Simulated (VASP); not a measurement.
Runs of VASP 6.6.1 on TiO2 (Anatase). The structure is tetragonal, space group I4_1/amd (No. 141). The conventional cell has a = 3.784 Å, b = 3.784 Å, c = 9.515 Å, α = 90.00°, β = 90.00°, γ = 90.00°. Within 2.6 Å of Ti (site symmetry -4m2) lie 6 O at 1.93 to 1.98 Å. Within 2.6 Å of O (site symmetry 2mm) lie 3 Ti at 1.93 to 1.98 Å and 2 O at 2.47 Å. 

```tsv
k mesh	gap on the mesh (eV)	pressure (GPa)	largest force (eV/Å)
8 × 8 × 8	2.03	-5.6	0.09
5 × 5 × 5	(b)	-5.6	0.09
4 × 4 × 4	2.03	-5.6	0.08
6 × 6 × 6	2.04	-5.6	0.09
3 × 3 × 3	2.11	-5.7	(a)
```

Alike in all rows: task single point; level LDA; potentials or basis VASP PAW LDA potentials, release 64 (Ti_sv, O); no spin polarisation; cell as given; cutoff (eV) 520; smearing methfessel-paxton 0.02 eV.

Estimate the missing entries.

(a) 0.01; (b) 2.00.

Caveats: some runs use coarse meshes.

A k mesh can miss the band edges.
